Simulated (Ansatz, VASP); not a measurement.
**Cu in VASP and in Ansatz**

File POSCAR:

```
Cu
1.0
    0.0000000000      1.7881324402      1.7881324402
    1.7881324402      0.0000000000      1.7881324402
    1.7881324402      1.7881324402      0.0000000000
Cu
1
Direct
    0.0000000000      0.0000000000      0.0000000000
```

File INCAR.step1:

```
SYSTEM = Cu
PREC     = Accurate       ! precision mode
ENCUT    = 520            ! plane-wave cutoff, eV
ISMEAR   = 1              ! smearing method
SIGMA    = 0.6            ! smearing width, eV
LREAL    = .FALSE.        ! projectors in reciprocal space
LASPH    = .TRUE.         ! aspherical terms in the spheres
NELM     = 80             ! most SCF steps
NBANDS   = 12             ! bands
GGA      = PE             ! functional
ALGO     = Normal         ! electronic algorithm
EDIFF    = 1E-4           ! SCF threshold, eV
LWAVE    = .TRUE.         ! write WAVECAR
LCHARG   = .FALSE.        ! write CHGCAR
```

INCAR.step2

```
SYSTEM = Cu
PREC     = Accurate       ! precision mode
ENCUT    = 520            ! plane-wave cutoff, eV
EDIFF    = 1E-7           ! SCF threshold, eV
ISMEAR   = 1              ! smearing method
SIGMA    = 0.6            ! smearing width, eV
LREAL    = .FALSE.        ! projectors in reciprocal space
LASPH    = .TRUE.         ! aspherical terms in the spheres
NELM     = 80             ! most SCF steps
ALGO     = Normal         ! electronic algorithm
ISIF     = 2              ! what is computed and relaxed
LWAVE    = .FALSE.        ! write WAVECAR
LCHARG   = .FALSE.        ! write CHGCAR
METAGGA  = R2SCAN         ! meta-GGA
LMIXTAU  = .TRUE.       
NBANDS   = 12             ! bands
ISTART   = 1
```

Contents of KPOINTS:

```
Automatic mesh
0
G
  15 15 15
  0 0 0
```

Input for Ansatz:

```yaml
crystal:
  lattice:
    - [0.0, 1.7881324402, 1.7881324402]
    - [1.7881324402, 0.0, 1.7881324402]
    - [1.7881324402, 1.7881324402, 0.0]
  atoms:
    - { symbol: Cu, position: [0.0, 0.0, 0.0] }
hamiltonian:
  xc: r2scan
  pseudopotentials:
    kind: paw
    azcp:
      Cu: "pseudopotentials/Cu.paw.azcp"
basis:
  ecutwfc: 500
  fft_grid_basis: typed
kpoints:
  mp_grid: { grid: [15, 15, 15], shift: [0, 0, 0] }
magnetization:
  spin_polarized: false
scf:
  occupations: { method: methfessel_paxton, width: 0.6 }
  lower_state_search: "off"
output:
  stress: true
```

Alike in both runs: task single point; functional r2SCAN; k mesh 15 × 15 × 15; occupations methfessel-paxton of order 1, width 0.6 eV; no spin polarisation.

|  | VASP | Ansatz |
| --- | --- | --- |
| version | VASP 6.6.1 | Ansatz 0.2.0 |
| potentials or method | VASP PAW PBE potentials, release 64 (Cu), cutoff 520 eV | plane waves (500 eV) with PAW, scalar-relativistic |
| valence electrons in the cell | 11 | 19 |

Ansatz gave:

| Item | Value |
| --- | --- |
| pressure (GPa) | 0.0 |

**Question.** Estimate VASP's values.

**Answer.** Pressure (GPa): 0.6.

VASP's potentials were made for PBE, not for r2SCAN. With one functional, cell and mesh, what is left measures potentials, basis and numerics. VASP's potentials hold 11 valence electrons a cell and Ansatz's 19, so a difference there can come from the potentials and not from the codes.
